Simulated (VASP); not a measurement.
Write the native input for VASP 6.6.1 that does the following.

```yaml
Task: single point
Functional: LDA
Potentials_or_basis: VASP PAW LDA potentials, release 64 (Ag)
Cutoff: 520 eV
k_mesh: 26 × 26 × 26
Occupations: fermi-dirac, width 0.15 eV
Spin: no spin polarisation
Dipole_correction: no
Further_INCAR_settings: ALGO = Normal; EDIFF = 1e-06; NBANDS = 12
```

The structure of Ag lies in POSCAR:

```
Ag
1.0
    0.0000000000      2.0009665197      2.0009665197
    2.0009665197      0.0000000000      2.0009665197
    2.0009665197      2.0009665197      0.0000000000
Ag
1
Direct
    0.0000000000      0.0000000000      0.0000000000
```

One way to write it, as run:

INCAR

```
SYSTEM = Ag
  PREC = Accurate
  ENCUT = 520
  EDIFF = 1E-6
  ISMEAR = -1
  SIGMA = 0.15
  LREAL = .False.
  LASPH = .True.
  NELM = 100
  ALGO = Normal
  ISIF = 2
  LWAVE = .False.
  LCHARG = .True.
  GGA = CA
  LELF = .True.
  LVHAR = .True.
  NBANDS = 12
```

KPOINTS

```
Automatic mesh
0
Gamma
  26 26 26
  0 0 0
```

Potentials or basis: VASP PAW LDA potentials, release 64 (Ag).

The run is started by

```sh
$ cat potpaw_LDA.64/Ag/POTCAR > POTCAR
$ mpirun -np 1 vasp_std > vasp.out
```

Results of the run:

```json
{"Pressure": "0.1 GPa", "Band gap on the k mesh": "zero (an odd number of electrons rules out a gap without spin polarisation)"}
```

Wall time 52 s on 1 thread of Intel(R) Xeon(R) Platinum 8259CL CPU @ 2.50GHz (Skylake/Cascade Lake), on a shared host, peak memory 0.21 GiB.
